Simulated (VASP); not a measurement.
Wanted: the native input for a VASP 6.6.1 run.

| Property | Result |
| --- | --- |
| Task | single point |
| Functional | PBE |
| Potentials or basis | VASP PAW PBE potentials, release 64 (C) |
| Cutoff | 520 eV |
| k mesh | 12 × 12 × 12 |
| Occupations | gaussian, width 0.05 eV |
| Spin | no spin polarisation |
| Dipole correction | no |
| Further INCAR settings | ALGO = Normal; EDIFF = 1e-06; NBANDS = 11 |

The structure of C lies in POSCAR:

```
C
1.0
    0.0000000000      1.7857375322      1.6964506556
    1.7857375322      0.0000000000      1.6964506556
    1.7857375322      1.7857375322      0.0000000000
C
2
Direct
    0.5000000000      0.5000000000      0.5000000000
    0.7500000000      0.7500000000      0.7500000000
```

This cell differs from its parent crystal: strain +0.000 along x and y, -0.050 along z.

These files were run (other wordings do the same):

INCAR

```
PREC     = Accurate       # precision mode
ENCUT    = 520            # plane-wave cutoff, eV
EDIFF    = 1E-6           # SCF threshold, eV
ISMEAR   = 0              # smearing method
SIGMA    = 0.05           # smearing width, eV
LREAL    = F              # projectors in reciprocal space
LASPH    = T              # aspherical terms in the spheres
NELM     = 100            # most SCF steps
ALGO     = Normal         # electronic algorithm
ISIF     = 2              # what is computed and relaxed
LWAVE    = F              # write WAVECAR
LCHARG   = T              # write CHGCAR
GGA      = PE             # functional
LELF     = T              # ELF
LVHAR    = T            
NBANDS   = 11             # bands
```

KPOINTS

```
regular mesh
0
Gamma
  12 12 12
```

Potentials or basis: VASP PAW PBE potentials, release 64 (C).

The run is started by

```console
$ cat potpaw_PBE.64/C/POTCAR > POTCAR
$ mpirun -np 1 vasp_std > vasp.out
```

Results of the run:

The pressure is 25.3 GPa and the band gap on the k mesh is 2.95 eV, indirect (least direct gap 4.81 eV).

Caveat: the cell differs from its parent crystal (strain +0.000 along x and y, -0.050 along z).

Run time: 6.4 s on 1 thread of Intel(R) Xeon(R) 6975P-C (Granite Rapids), with other jobs on the host, peak memory 0.12 GiB.
